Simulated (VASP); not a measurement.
Input of a VASP 6.6.1 run:

File INCAR:

```
  PREC = Accurate
  ENCUT = 1350
  EDIFF = 1E-6
  ISMEAR = 0
  SIGMA = 0.05
  LREAL = F
  LASPH = T
  NELM = 120
  ALGO = Normal
  ISIF = 2
  LWAVE = F
  LCHARG = T
  GGA = PS
  LELF = T
  LVHAR = T
  NBANDS = 22
  GGA_COMPAT = F
```

File KPOINTS:

```
Automatic mesh
0
Gamma
  4 4 2
```

The input POSCAR:

```
F
1.0
    2.9783613687     -1.7961871511     -0.2297169226
    2.9783613687      1.7961871511     -0.2297169226
   -2.2142317686      0.0000000000      7.1827699476
F
4
Direct
    0.0848459664      0.0848459664      0.0940038325
    0.9151540336      0.9151540336      0.9059961675
    0.5015719855      0.5015719855      0.5937195244
    0.4984280145      0.4984280145      0.4062804756
```

Potentials or basis: VASP PAW PBE potentials, release 64 (F_h).

The run is started by

```bash
$ cat potpaw_PBE.64/F_h/POTCAR > POTCAR
$ mpirun -np 1 vasp_std > vasp.out
```

Q: Predict the band gap on the k mesh.

A: 3.03 eV (least direct gap 3.11 eV).

Q: What does it give for the pressure?

A: -0.6 GPa.

Forces on the atoms (eV/Å):
```
F   -0.030  0.000 -0.054
F    0.030  0.000  0.054
F    0.017  0.000 -0.070
F   -0.017  0.000  0.070
```

Caveat: the k points lie up to 0.52 Å⁻¹ apart; this functional lacks dispersion, which holds the molecules together, so the pressure and a relaxed volume are unreliable; the PAW data sets were made with another functional, which shifts forces and pressure a little. A k mesh can miss the band edges.
